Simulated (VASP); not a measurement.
Wanted: the native input for a VASP 6.6.1 run.

```yaml
Task: single point
Functional: r2SCAN
Potentials_or_basis: VASP PAW PBE potentials, release 64 (Zn, S)
Cutoff: 520 eV
k_mesh: 8 × 8 × 8
Occupations: gaussian, width 0.01 eV
Spin: no spin polarisation
Dipole_correction: no
Further_INCAR_settings: ALGO = Normal; EDIFF = 1e-06; NBANDS = 16
```

Crystal: ZnS.

```
CELL_PARAMETERS angstrom
0.00000 2.69452 2.68104
2.69452 0.00000 2.68104
2.69452 2.69452 0.00000
ATOMIC_POSITIONS crystal
Zn 0.75000 0.75000 0.75000
S 0.00000 0.00000 0.00000
```

This cell differs from its parent crystal: z stretched by -0.5 %, x and y held.

The input as run:

POSCAR

```
ZnS
1.0
    0.0000000000      2.6945169062      2.6810443216
    2.6945169062      0.0000000000      2.6810443216
    2.6945169062      2.6945169062      0.0000000000
Zn S
1 1
Direct
    0.7500000000      0.7500000000      0.7500000000
    0.0000000000      0.0000000000      0.0000000000
```

INCAR.step1

```
PREC = Accurate
ENCUT = 520
ISMEAR = 0
SIGMA = 0.01
LREAL = F
LASPH = T
NELM = 80
NBANDS = 16
GGA = PE
ALGO = Normal
EDIFF = 1E-4
LWAVE = T
LCHARG = F
```

INCAR.step2

```
PREC = Accurate
ENCUT = 520
EDIFF = 1E-6
ISMEAR = 0
SIGMA = 0.01
LREAL = F
LASPH = T
NELM = 80
ALGO = Normal
ISIF = 2
LWAVE = F
LCHARG = T
METAGGA = R2SCAN
LMIXTAU = T
LELF = T
LVHAR = T
NBANDS = 16
ISTART = 1
```

KPOINTS

```
Automatic mesh
0
Gamma
  8 8 8
```

Potentials or basis: VASP PAW PBE potentials, release 64 (Zn, S).

The run is started by

```sh
$ cat potpaw_PBE.64/Zn/POTCAR potpaw_PBE.64/S/POTCAR > POTCAR
$ cp INCAR.step1 INCAR
$ mpirun -np 1 vasp_std > vasp.out
$ cp INCAR.step2 INCAR
$ mpirun -np 1 vasp_std > vasp.out
```

It gave:

```yaml
Pressure: 0.4 GPa
Band_gap_on_the_k_mesh: 2.72 eV, direct
```

Caveat: the cell differs from its parent crystal (z stretched by -0.5 %, x and y held); the PAW data sets were made with another functional, which shifts forces and pressure a little.

Run time: 120 s on 1 thread of AMD EPYC 7R43 64-Core Processor (Zen 3) (shared host), peak memory 0.15 GiB.
